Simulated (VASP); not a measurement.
Here is a VASP 6.6.1 calculation.

File INCAR:

```
SYSTEM = NaCl
ALGO = Normal
EDIFF = 1E-6
ENCUT = 520
GGA = PS
ISIF = 2
ISMEAR = 0
LASPH = .TRUE.
LCHARG = .TRUE.
LELF = .TRUE.
LREAL = .FALSE.
LVHAR = .TRUE.
LWAVE = .FALSE.
NBANDS = 14
NELM = 100
PREC = Accurate
SIGMA = 0.05
```

File KPOINTS:

```
k-points
0
G
  10 10 10
  0 0 0
```

The input POSCAR:

```
NaCl
1.0
    3.4475495236      0.0000000000      0.0000000000
    0.0000000000      3.4475495236      0.0000000000
    0.0000000000      0.0000000000      3.4475495236
Na Cl
1 1
Direct
    0.0000000000      0.0000000000      0.0000000000
    0.5000000000      0.5000000000      0.5348073318
```

Potentials or basis: VASP PAW PBE potentials, release 64 (Na_pv, Cl).

The run is started by

```sh
$ cat potpaw_PBE.64/Na_pv/POTCAR potpaw_PBE.64/Cl/POTCAR > POTCAR
$ mpirun -np 1 vasp_std > vasp.out
```

Task: Estimate the band gap on the k mesh.

Result: 3.99 eV, indirect (least direct gap 4.53 eV).

Task: What does it give for the pressure?

Result: 0.1 GPa.

Task: Estimate the largest force.

Result: 0.061 eV/Å.

Forces in eV/Å, atoms in the order of the input:
```
Na   0.000  0.000  0.061
Cl   0.000  0.000 -0.061
```

Caveat: the cell differs from its parent crystal (atom 2 (Cl) moved 0.12 Å along z); the PAW data sets were made with another functional, which shifts forces and pressure a little. A k mesh can miss the band edges.
